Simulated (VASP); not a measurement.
Input of a VASP 6.6.1 run:

INCAR

```
SYSTEM = Lu
ALGO = Normal ; EDIFF = 1E-6
ENCUT = 520 ; GGA = PE
ISIF = 2 ; ISMEAR = -1
LASPH = .True. ; LCHARG = .False.
LREAL = .False. ; LWAVE = .False.
NBANDS = 18 ; NELM = 80
PREC = Accurate ; SIGMA = 0.1
```

KPOINTS

```
k-points
0
Gamma
  14 14 14
  0 0 0
```

Contents of POSCAR:

```
Lu
1.0
   -1.9172215996      1.9172215996      1.9172215996
    1.9172215996     -1.9172215996      1.9172215996
    1.9172215996      1.9172215996     -1.9172215996
Lu
1
Direct
    0.0000000000      0.0000000000      0.0000000000
```

Potentials or basis: VASP PAW PBE potentials, release 64 (Lu).

Command:

```bash
$ cat potpaw_PBE.64/Lu/POTCAR > POTCAR
$ mpirun -np 1 vasp_std > vasp.out
```

Task: What does it give for the band gap on the k mesh?

Result: Zero (an odd number of electrons rules out a gap without spin polarisation).

Task: Estimate the pressure.

Result: 2.6 GPa.

Caveat: spin-orbit coupling is left out, which moves the levels of the heavy elements.
